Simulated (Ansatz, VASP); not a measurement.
**HfN in VASP and in Ansatz**

```
CELL_PARAMETERS angstrom
0.00000 2.14605 2.25900
2.14605 0.00000 2.25900
2.14605 2.14605 0.00000
ATOMIC_POSITIONS crystal
Hf 0.00000 0.00000 0.00000
N 0.50000 0.50000 0.50000
```

Change from the starting cell: strain -0.050 along x and y, +0.000 along z, atoms carried along.

Alike in both runs: task single point; functional PBEsol; k mesh 18 × 18 × 18; occupations gaussian, width 0.15 eV; no spin polarisation.

|  | VASP | Ansatz |
| --- | --- | --- |
| version | VASP 6.6.1 | Ansatz 0.2.0 |
| potentials or method | VASP PAW PBE potentials, release 64 (Hf_pv, N), cutoff 520 eV | scalar-relativistic, plane waves, PAW |
| valence electrons in the cell | 15 | 31 |

Ansatz gave:

* gap on the k mesh at the Fermi level (eV): none
* pressure (GPa): 33.8
* traceless stress, the component that is largest in VASP (GPa): -25.04

Question: Estimate VASP's values.

Answer: gap on the k mesh at the Fermi level (eV): none; pressure (GPa): 31.6; traceless stress, the component that is largest in VASP (GPa): -25.09.

VASP's potentials were made for PBE, not for PBEsol. A gap of «none» marks a metal or a gap that the smearing closes. Both programs put the cell under a high pressure, so it lies far from rest at this level. With one functional, cell and mesh, what is left measures potentials, basis and numerics. VASP's potentials hold 15 valence electrons a cell and Ansatz's 31, so a difference there can come from the potentials and not from the codes.

Spin-orbit coupling is off throughout.
